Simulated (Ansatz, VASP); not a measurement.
# One calculation of MgS, two programs

```xyz
4
Lattice="4.0346 0.0000 0.0000 -2.0173 3.4941 0.0000 0.0000 0.0000 6.9469" Properties=species:S:1:pos:R:3 pbc="T T T"
Mg    2.0173    1.1647    3.4439
Mg    0.0000    2.3294    6.9174
S     0.0000    2.3294    2.6346
S     2.0173    1.1647    6.1080
```

Change from the starting cell: strain +0.000 along x and y, +0.080 along z, atoms carried along.

Alike in both runs: task single point; functional PBEsol; k mesh 6 × 6 × 4; occupations gaussian, width 0.05 eV; no spin polarisation.

|  | VASP | Ansatz |
| --- | --- | --- |
| version | VASP 6.6.1 | Ansatz 0.2.0 |
| potentials or method | VASP PAW PBE potentials, release 64 (Mg, S), cutoff 520 eV | scalar-relativistic, plane waves, PAW |
| valence electrons in the cell | 16 | 32 |

|  | VASP | Ansatz | Ansatz less VASP |
| --- | --- | --- | --- |
| gap on the k mesh at the Fermi level (eV) | 2.95 | 2.95 | +0.001 |
| least direct gap on the mesh (eV) | 2.95 | 2.95 | +0.001 |
| pressure (GPa) | -3.6 | -3.5 | +0.10 |
| traceless stress, the component that is largest in VASP (GPa) | -3.37 | -3.37 | +0.004 |
| rms of the force components (eV/Å) | 0.179 | 0.179 | +0.0005 |

VASP's potentials were made for PBE, not for PBEsol. Atom by atom the forces differ by 0.001 eV/Å (rms over components). The functional is the same, so the differences come from potentials, cutoffs and numerics. VASP's potentials hold 16 valence electrons a cell and Ansatz's 32, so a difference there can come from the potentials and not from the codes.
